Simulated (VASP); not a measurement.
Here is a VASP 6.6.1 calculation.

The input INCAR:

```
SYSTEM = Si2Mo
PREC = Accurate ; ENCUT = 520
EDIFF = 1E-6 ; ISMEAR = -1
SIGMA = 0.08 ; LREAL = .False.
LASPH = .True. ; NELM = 100
ALGO = Normal ; ISIF = 2
LWAVE = .False. ; LCHARG = .False.
GGA = PS ; NBANDS = 18
```

KPOINTS

```
Automatic mesh
0
Gamma
  16 16 16
  0 0 0
```

The input POSCAR:

```
Si2Mo
1.0
   -1.6053156537      1.6053156537      3.9435582355
    1.6053156537     -1.6053156537      3.9435582355
    1.6053156537      1.6053156537     -3.9435582355
Si Mo
2 1
Direct
    0.3330000000      0.3330000000      0.0000000000
    0.6670000000      0.6670000000      0.0000000000
    0.0000000000      0.0000000000      0.0000000000
```

Potentials or basis: VASP PAW PBE potentials, release 64 (Si, Mo_sv).

The run is started by

```sh
$ cat potpaw_PBE.64/Si/POTCAR potpaw_PBE.64/Mo_sv/POTCAR > POTCAR
$ mpirun -np 1 vasp_std > vasp.out
```

(1) What does it give for the largest force?

(2) Predict the band gap on the k mesh.

(3) Estimate the pressure.

Answers

(1) 0.337 eV/Å.

(2) zero (band 11 reaches 12.55 eV, above the bottom of band 12 at 11.52 eV).

(3) -4.4 GPa.

Caveat: the PAW data sets were made with another functional, which shifts forces and pressure a little.
